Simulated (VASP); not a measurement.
# NiO (Fm-3m) in VASP: further runs

NiO is run at these levels: r2SCAN; tasks: single point.

All numbers are computed with VASP 6.6.1; they aren't measurements. Logs are shortened: lines on timing, memory, paths and dates and some standing lists are left out, and cuts for length are marked.

### Step 1. The cell of the first run

It takes space group Fm-3m (No. 225, cubic). Conventional cell: a = 4.157 Å, b = 4.157 Å, c = 4.157 Å, α = 90.00°, β = 90.00°, γ = 90.00°. Within 2.8 Å of Ni (site symmetry m-3m) lie 6 O at 2.08 Å. Within 2.8 Å of O (site symmetry m-3m) lie 6 Ni at 2.08 Å.

### Step 2. Single point, r2SCAN, collinear spin, ferromagnetic start

Input file POSCAR:

```
NiO
1.0
    0.0000000000      2.0787175406      2.0787175406
    2.0787175406      0.0000000000      2.0787175406
    2.0787175406      2.0787175406      0.0000000000
Ni O
1 1
Direct
    0.0000000000      0.0000000000      0.0000000000
    0.5000000000      0.5000000000      0.5000000000
```

Input file INCAR.step1:

```
PREC = Accurate ; ENCUT = 520
ISMEAR = 0 ; SIGMA = 0.02
LREAL = F ; LASPH = T
NELM = 150 ; ISPIN = 2
MAGMOM = 1.83 0.32 ; LMAXMIX = 4
NBANDS = 19 ; GGA = PE
ALGO = Normal ; EDIFF = 1E-4
LWAVE = T ; LCHARG = F
```

Input file INCAR.step2:

```
PREC = Accurate ; ENCUT = 520
EDIFF = 1E-7 ; ISMEAR = 0
SIGMA = 0.02 ; LREAL = F
LASPH = T ; NELM = 150
ALGO = Normal ; ISIF = 2
LWAVE = F ; LCHARG = F
ISPIN = 2 ; MAGMOM = 1.83 0.32
LORBIT = 11 ; LMAXMIX = 4
METAGGA = R2SCAN ; LMIXTAU = T
NBANDS = 19 ; ISTART = 1
```

Input file KPOINTS:

```
regular mesh
0
Gamma
  12 12 12
```

Potentials or basis: VASP PAW PBE potentials, release 64 (Ni, O).

The run is started by

```console
$ cat potpaw_PBE.64/Ni/POTCAR potpaw_PBE.64/O/POTCAR > POTCAR
$ cp INCAR.step1 INCAR
$ mpirun -np 1 vasp_std > vasp.out
$ cp INCAR.step2 INCAR
$ mpirun -np 1 vasp_std > vasp.out
```

OUTCAR:

```text
PREC = Accurate
   ENCUT = 520
   EDIFF = 1E-7
   ISMEAR = 0
   LREAL = F
   LASPH = T
   NELM = 150
   ISIF = 2
   ISPIN = 2
   LORBIT = 11
   METAGGA = R2SCAN
   ISTART = 1

 ion  position               nearest neighbor table
   1  0.000  0.000  0.000-   2 2.08   2 2.08   2 2.08   2 2.08   2 2.08   2 2.08
   2  0.500  0.500  0.500-   1 2.08   1 2.08   1 2.08   1 2.08   1 2.08   1 2.08

  LATTYP: Found a face centered cubic cell.
 ALAT       =     4.1574350812

  Lattice vectors:

 A1 = (   0.0000000000,   2.0787175406,   2.0787175406)
 A2 = (   2.0787175406,   0.0000000000,   2.0787175406)
 A3 = (   2.0787175406,   2.0787175406,   0.0000000000)

Analysis of symmetry for initial positions (statically):
=====================================================================
 Subroutine PRICEL returns:
 Original cell was already a primitive cell.

 Routine SETGRP: Setting up the symmetry group for a
 face centered cubic supercell.

 Subroutine GETGRP returns: Found 48 space group operations
 (whereof 48 operations were pure point group operations)
 out of a pool of 48 trial point group operations.

The static configuration has the point symmetry O_h .

Analysis of symmetry for dynamics (positions and initial velocities):
=====================================================================
 Subroutine PRICEL returns:
 Original cell was already a primitive cell.

 Routine SETGRP: Setting up the symmetry group for a
 face centered cubic supercell.

 Subroutine GETGRP returns: Found 48 space group operations
 (whereof 48 operations were pure point group operations)
 out of a pool of 48 trial point group operations.

The dynamic configuration has the point symmetry O_h .

Analysis of structural, dynamic, and magnetic symmetry:
=====================================================================
 Subroutine PRICEL returns:
 Original cell was already a primitive cell.

 Routine SETGRP: Setting up the symmetry group for a
 face centered cubic supercell.

 Subroutine GETGRP returns: Found 48 space group operations
 (whereof 48 operations were pure point group operations)
 out of a pool of 48 trial point group operations.

The overall configuration has the point symmetry O_h .

 Subroutine INISYM returns: Found 48 space group operations
 (whereof 48 operations are pure point group operations),
 and found     1 'primitive' translations

----------------------------------------------------------------------------------------

                                     Primitive cell

  volume of cell :      17.9646

  direct lattice vectors                    reciprocal lattice vectors
     0.000000000  2.078717541  2.078717541    -0.240532920  0.240532920  0.240532920
     2.078717541  0.000000000  2.078717541     0.240532920 -0.240532920  0.240532920
     2.078717541  2.078717541  0.000000000     0.240532920  0.240532920 -0.240532920

  length of vectors
     2.939750538  2.939750538  2.939750538     0.416615238  0.416615238  0.416615238

  position of ions in fractional coordinates (direct lattice)
     0.000000000  0.000000000  0.000000000
     0.500000000  0.500000000  0.500000000

  ion indices of the primitive-cell ions
   primitive index   ion index
                 1           1
                 2           2

----------------------------------------------------------------------------------------

 KPOINTS: regular mesh

Automatic generation of k-mesh.
 Grid dimensions read from file:
 generate k-points for:   12   12   12

 Generating k-lattice:

  Cartesian coordinates                     Fractional coordinates (reciprocal lattice)
    -0.020044410  0.020044410  0.020044410     0.083333333  0.000000000  0.000000000
     0.020044410 -0.020044410  0.020044410     0.000000000  0.083333333  0.000000000
     0.020044410  0.020044410 -0.020044410     0.000000000  0.000000000  0.083333333

  Length of vectors
     0.034717937  0.034717937  0.034717937

  Shift w.r.t. Gamma in fractional coordinates (k-lattice)
     0.000000000  0.000000000  0.000000000

 Subroutine IBZKPT returns following result:
 ===========================================

 Found     72 irreducible k-points:

 Following reciprocal coordinates:
            Coordinates               Weight
  0.000000  0.000000  0.000000      1.000000
  0.083333  0.000000  0.000000      8.000000
  0.166667  0.000000  0.000000      8.000000
  0.250000  0.000000  0.000000      8.000000
  0.333333  0.000000  0.000000      8.000000
  0.416667  0.000000  0.000000      8.000000
[... 16 lines left out ...]
  0.500000  0.166667  0.000000     24.000000
 -0.416667  0.166667  0.000000     24.000000
 [... further k-points ...]
   k-points           NKPTS =     72   k-points in BZ     NKDIM =     72   number of bands    NBANDS=     19
   number of dos      NEDOS =    301   number of ions     NIONS =      2
   total plane-waves  NPLWV =  13824
   dimension x,y,z NGX =    24 NGY =   24 NGZ =   24
   dimension x,y,z NGXF=    48 NGYF=   48 NGZF=   48
   ions per type =               1   1
   NGX,Y,Z   is equivalent  to a cutoff of  13.57, 13.57, 13.57 a.u.
   NGXF,Y,Z  is equivalent  to a cutoff of  27.14, 27.14, 27.14 a.u.
 SYSTEM =  unknown system
   PREC   = accura    normal or accurate (medium, high low for compatibility)
   ISTART =      1    job   : 0-new  1-cont  2-samecut
   ICHARG =      0    charge: 1-file 2-atom 10-const
   ISPIN  =      2    spin polarized calculation?
   LNONCOLLINEAR =      F non collinear calculations
   LSORBIT =      F    spin-orbit coupling
   LASPH  =      T    aspherical Exc in radial PAW
   ENCUT  =  520.0 eV  38.22 Ry    6.18 a.u.   5.47  5.47  5.47*2*pi/ulx,y,z
   NELM   =    150;   NELMIN=  2; NELMDL=  0     # of ELM steps
   EDIFF  = 0.1E-06   stopping-criterion for ELM
   LREAL  =      F    real-space projection
   EDIFFG = 0.1E-05   stopping-criterion for IOM
   NSW    =      0    number of steps for IOM
   IBRION =     -1    ionic relax: 0-MD 1-quasi-New 2-CG
   NFREE  =      0    steps in history (QN), initial steepest desc. (CG)
   ISIF   =      2    stress and relaxation
   ISYM   =      2    0-nonsym 1-usesym 2-fastsym
   POTIM  = 0.5000    time-step for ionic-motion
   TEBEG  =    0.0;   TEEND  =   0.0 temperature during run
   PSTRESS=    0.0 pullay stress
   NELECT =      16.0000    total number of electrons
   NUPDOWN=      -1.0000    fix difference up-down
   EMIN   =  10.00;   EMAX   =-10.00  energy-range for DOS
   EFERMI =   0.00;   METHOD = LEGACY
   ISMEAR =     0;   SIGMA  =   0.02  broadening in eV -4-tet -1-fermi 0-gaus
   EFERMI_NEDOS =   21; number of points for ismear=-14 and -15
   IALGO  =     38    algorithm
   IMIX   =      4    mixing-type and parameters
     AMIX     =   0.40;   BMIX     =  1.00
     AMIX_MAG =   1.60;   BMIX_MAG =  1.00
  volume/ion in A,a.u.               =       8.98        60.62
  Fermi-wavevector in a.u.,A,eV,Ry     =   1.575104  2.976516 33.755427  2.480954
  Thomas-Fermi vector in A             =   2.676138
   LORBIT       =     11    0 simple, 1 ext, 2 COOP (PROOUT), +10 PAW based schemes
   METAGGA = R2SCAN    functional components
   LHFCALC =     F    Hartree Fock is set to
   AEXX    =    0.0000 exact exchange contribution
   IVDW    =     0    specifies the selected vdW correction
   LEPSILON=     F    determine dielectric tensor
   LRPA    =     F    only Hartree local field effects (RPA)
 spin polarized calculation
 Gauss-broadening in eV      SIGMA  =   0.02
  energy-cutoff  :      520.00
  volume of cell :       17.96
 maximum number of plane-waves:       531
 NGX is ok and might be reduce to    24
   NGX = 11   NGY = 11   NGZ = 11

 number of electron      15.9999995 magnetization       1.9999976

 Free energy of the ion-electron system (eV)
  ---------------------------------------------------
  ext. energy  EPLUGINS =         0.00000000
  ---------------------------------------------------
  free energy    TOTEN  =       -20.10388774 eV

  energy without entropy =      -20.10388774  energy(sigma->0) =      -20.10388774

 E-fermi :   7.8398     XC(G=0): -13.4968

 val. band max:        7.7543440088   @ k =   0.5000   0.0000   0.0000
 cond. band min:       8.4174033190   @ k =   0.0000   0.0000   0.0000
 fundamental gap:      0.6630593102
 Fermi energy:         7.8398241115

 spin component 1

 k-point     1 :       0.0000    0.0000    0.0000
  band No.  band energies     occupation
      1     -13.5060      1.00000
      2       3.7192      1.00000
      3       3.7192      1.00000
      4       4.5959      1.00000
      5       4.5961      1.00000
      6       4.5961      1.00000
[... 11 lines left out ...]
     18      34.7484      0.00000
     19      34.7486      0.00000

 k-point     2 :       0.0833    0.0000    0.0000
  band No.  band energies     occupation
      1     -13.4263      1.00000
      2       3.3467      1.00000
      3       3.3468      1.00000
      4       3.9397      1.00000
      5       4.5652      1.00000
      6       4.5653      1.00000
[... 476 lines left out ...]
 k-point    24 :      -0.4167    0.1667    0.0000
  band No.  band energies     occupation
      1     -12.0870      1.00000
      2      -0.1218      1.00000
      3       1.4370      1.00000
      4       1.4489      1.00000
      5       4.9985      1.00000
      6       5.2425      1.00000
[... 11 lines left out ...]
     18      39.6329      0.00000
     19      39.8597      0.00000

 [... further k-points ...]

 spin component 2

 k-point     1 :       0.0000    0.0000    0.0000
  band No.  band energies     occupation
      1     -12.9720      1.00000
      2       5.4789      1.00000
      3       5.4792      1.00000
      4       5.4793      1.00000
      5       5.5571      1.00000
      6       5.5571      1.00000
[... 11 lines left out ...]
     18      35.7797      0.00000
     19      35.7810      0.00000

 k-point     2 :       0.0833    0.0000    0.0000
  band No.  band energies     occupation
      1     -12.8881      1.00000
      2       4.6521      1.00000
      3       5.1225      1.00000
      4       5.1226      1.00000
      5       5.7246      1.00000
      6       5.7248      1.00000
[... 476 lines left out ...]
 k-point    24 :      -0.4167    0.1667    0.0000
  band No.  band energies     occupation
      1     -11.4503      1.00000
      2       0.3545      1.00000
      3       2.7863      1.00000
      4       3.3100      1.00000
      5       6.3464      1.00000
      6       6.4241      1.00000
[... 11 lines left out ...]
     18      40.3314      0.00000
     19      40.6195      0.00000

 [... further k-points ...]
[... 5 lines left out ...]
  --------------------------------------------------------------------------------------
  -------------------------------------------------------------------------------------
  Total        0.5791709      0.5791709      0.5791709      0.0000000     -0.0000000     -0.0000000
  in kB       51.6536351     51.6536351     51.6536351      0.0000000     -0.0000000     -0.0000000
  external PRESSURE =      51.6536351 kB  Pullay stress =       0.0000000 kB

 VOLUME and BASIS-vectors are now :
 -----------------------------------------------------------------------------
  energy-cutoff  :      520.00
  volume of cell :       17.96
      direct lattice vectors                 reciprocal lattice vectors
     0.000000000  2.078717541  2.078717541    -0.240532920  0.240532920  0.240532920
     2.078717541  0.000000000  2.078717541     0.240532920 -0.240532920  0.240532920
     2.078717541  2.078717541  0.000000000     0.240532920  0.240532920 -0.240532920

 POSITION                                       TOTAL-FORCE (eV/Angst)
 -----------------------------------------------------------------------------------
      0.00000      0.00000      0.00000         0.000000     -0.000000     -0.000000
      2.07872      2.07872      2.07872        -0.000000      0.000000      0.000000
 -----------------------------------------------------------------------------------
    total drift:                                0.000000     -0.000000     -0.000000

  FREE ENERGIE OF THE ION-ELECTRON SYSTEM (eV)
  ---------------------------------------------------
  free  energy   TOTEN  =       -20.1038877351 eV

  energy  without entropy=      -20.1038877351  energy(sigma->0) =      -20.10388774

 total charge

# of ion       s       p       d       tot
------------------------------------------
    1        0.342   0.431   8.183   8.955
    2        1.555   3.504   0.000   5.059
--------------------------------------------------
tot          1.896   3.935   8.183  14.014

 magnetization (x)

# of ion       s       p       d       tot
------------------------------------------
    1        0.011   0.012   1.668   1.691
    2        0.029   0.249   0.000   0.278
--------------------------------------------------
tot          0.040   0.261   1.668   1.969
```

Run time: 2.5 min. Hardware: 1 thread of AMD EPYC 9R45 (Zen 5), shared host; peak memory 0.15 GiB.

What came out:

```yaml
Free_energy: -20.1039 eV
Pressure: 5.2 GPa
Band_gap_on_the_k_mesh: 0.66 eV (least direct gap 1.72 eV)
Net_moment: 2.00 μB per cell
Site_moments: Ni +1.69; O +0.28 μB
Valence_electrons_inside_the_program's_atomic_spheres: Ni 8.96; O 5.06
```

Caveat: the cell stands under pressure; semilocal functionals underestimate gaps, and a narrow one can read as zero; the PAW data sets were made with another functional, which shifts forces and pressure a little; a cell with one magnetic atom can't hold antiferromagnetic order, which such compounds often take.

### Step 3. Single point, r2SCAN, collinear spin, ferromagnetic start

This run uses another cell than the first one, of 9.10 Å³/atom.

Input file POSCAR:

```
NiO
1.0
    0.0000000000      2.0878876553      2.0878876553
    2.0878876553      0.0000000000      2.0878876553
    2.0878876553      2.0878876553      0.0000000000
Ni O
1 1
Direct
    0.0000000000      0.0000000000      0.0000000000
    0.5000000000      0.5000000000      0.5000000000
```

Input file INCAR.step1:

```
PREC = Accurate
ENCUT = 520
ISMEAR = 0
SIGMA = 0.02
LREAL = False
LASPH = True
NELM = 150
ISPIN = 2
MAGMOM = 1.84 0.31
LMAXMIX = 4
NBANDS = 19
GGA = PE
ALGO = Normal
EDIFF = 1E-4
LWAVE = True
LCHARG = False
```

Input file INCAR.step2:

```
PREC = Accurate
ENCUT = 520
EDIFF = 1E-6
ISMEAR = 0
SIGMA = 0.02
LREAL = False
LASPH = True
NELM = 150
ALGO = Normal
ISIF = 2
LWAVE = False
LCHARG = True
ISPIN = 2
MAGMOM = 1.84 0.31
LORBIT = 11
LMAXMIX = 4
METAGGA = R2SCAN
LMIXTAU = True
LELF = True
LVHAR = True
NBANDS = 19
ISTART = 1
```

KPOINTS is that of step 2.

Potentials or basis: VASP PAW PBE potentials, release 64 (Ni, O).

The run is started by

```console
$ cat potpaw_PBE.64/Ni/POTCAR potpaw_PBE.64/O/POTCAR > POTCAR
$ cp INCAR.step1 INCAR
$ mpirun -np 1 vasp_std > vasp.out
$ cp INCAR.step2 INCAR
$ mpirun -np 1 vasp_std > vasp.out
```

OUTCAR:

```text
PREC = Accurate
   ENCUT = 520
   EDIFF = 1E-6
   ISMEAR = 0
   LREAL = False
   LASPH = True
   NELM = 150
   ISIF = 2
   ISPIN = 2
   LORBIT = 11
   METAGGA = R2SCAN
   ISTART = 1

 ion  position               nearest neighbor table
   1  0.000  0.000  0.000-   2 2.09   2 2.09   2 2.09   2 2.09   2 2.09   2 2.09
   2  0.500  0.500  0.500-   1 2.09   1 2.09   1 2.09   1 2.09   1 2.09   1 2.09

  LATTYP: Found a face centered cubic cell.
 ALAT       =     4.1757753106

  Lattice vectors:

[... 1272 lines left out ...]
  external PRESSURE =      21.2332688 kB  Pullay stress =       0.0000000 kB

 VOLUME and BASIS-vectors are now :
 -----------------------------------------------------------------------------
  energy-cutoff  :      520.00
  volume of cell :       18.20
      direct lattice vectors                 reciprocal lattice vectors
     0.000000000  2.087887655  2.087887655    -0.239476487  0.239476487  0.239476487
     2.087887655  0.000000000  2.087887655     0.239476487 -0.239476487  0.239476487
     2.087887655  2.087887655  0.000000000     0.239476487  0.239476487 -0.239476487

 POSITION                                       TOTAL-FORCE (eV/Angst)
 -----------------------------------------------------------------------------------
      0.00000      0.00000      0.00000         0.000000     -0.000000     -0.000000
      2.08789      2.08789      2.08789        -0.000000      0.000000      0.000000
 -----------------------------------------------------------------------------------
    total drift:                                0.000000     -0.000000     -0.000000

  FREE ENERGIE OF THE ION-ELECTRON SYSTEM (eV)
  ---------------------------------------------------
  free  energy   TOTEN  =       -20.1095836531 eV

  energy  without entropy=      -20.1095836531  energy(sigma->0) =      -20.10958365

 total charge

# of ion       s       p       d       tot
------------------------------------------
    1        0.337   0.420   8.173   8.930
    2        1.555   3.496   0.000   5.051
--------------------------------------------------
tot          1.892   3.916   8.173  13.981

 magnetization (x)

# of ion       s       p       d       tot
------------------------------------------
    1        0.011   0.012   1.669   1.693
    2        0.028   0.248   0.000   0.277
--------------------------------------------------
tot          0.040   0.260   1.669   1.969
```

OUTCAR.step1:

```text
PREC = Accurate
   ENCUT = 520
   ISMEAR = 0
   LREAL = False
   LASPH = True
[... 1299 lines left out ...]
      0.00000      0.00000      0.00000         0.000000     -0.000000      0.000000
      2.08789      2.08789      2.08789        -0.000000      0.000000     -0.000000
 -----------------------------------------------------------------------------------
    total drift:                                0.000000     -0.000000     -0.000000

  FREE ENERGIE OF THE ION-ELECTRON SYSTEM (eV)
  ---------------------------------------------------
  free  energy   TOTEN  =       -11.4712590858 eV

  energy  without entropy=      -11.4709964829  energy(sigma->0) =      -11.47112778
```

OSZICAR.step1:

```text
N       E                     dE             d eps       ncg     rms          rms(c)
DAV:   1     0.849268709704E+02    0.84927E+02   -0.72113E+03  5904   0.104E+03
DAV:   2    -0.854265627848E+01   -0.93470E+02   -0.81272E+02  5662   0.237E+02
DAV:   3    -0.137250256723E+02   -0.51824E+01   -0.50043E+01  6272   0.567E+01
DAV:   4    -0.137717572300E+02   -0.46732E-01   -0.46695E-01  6104   0.520E+00
DAV:   5    -0.137724888111E+02   -0.73158E-03   -0.73154E-03  6258   0.643E-01    0.151E+01
DAV:   6    -0.126290911847E+02    0.11434E+01   -0.12258E+01  7168   0.610E+01    0.186E+01
DAV:   7    -0.114995147287E+02    0.11296E+01   -0.40532E+00  6957   0.470E+01    0.637E+00
DAV:   8    -0.114765306142E+02    0.22984E-01   -0.20773E-01  6887   0.667E+00    0.377E+00
DAV:   9    -0.114717803500E+02    0.47503E-02   -0.28569E-02  8214   0.277E+00    0.101E+00
DAV:  10    -0.114712959968E+02    0.48435E-03   -0.45576E-03  6414   0.875E-01    0.232E-01
DAV:  11    -0.114712590858E+02    0.36911E-04   -0.31414E-04  6264   0.305E-01
   1 F= -.11471259E+02 E0= -.11471128E+02  d E =-.262603E-03  mag=     1.6571
```

Wall time 2.2 min (1 thread of AMD EPYC 9R45 (Zen 5), shared host); peak memory 0.15 GiB.

What came out:

| Property | Result |
| --- | --- |
| Free energy | -20.1096 eV |
| Pressure | 2.1 GPa |
| Band gap on the k mesh | 0.71 eV (least direct gap 1.74 eV) |
| Net moment | 2.00 μB per cell |
| Site moments | Ni +1.69; O +0.28 μB |
| Valence electrons inside the program's atomic spheres | Ni 8.93; O 5.05 |

Caveat: semilocal functionals underestimate gaps, and a narrow one can read as zero; the PAW data sets were made with another functional, which shifts forces and pressure a little; a cell with one magnetic atom can't hold antiferromagnetic order, which such compounds often take. A k mesh can miss the band edges.
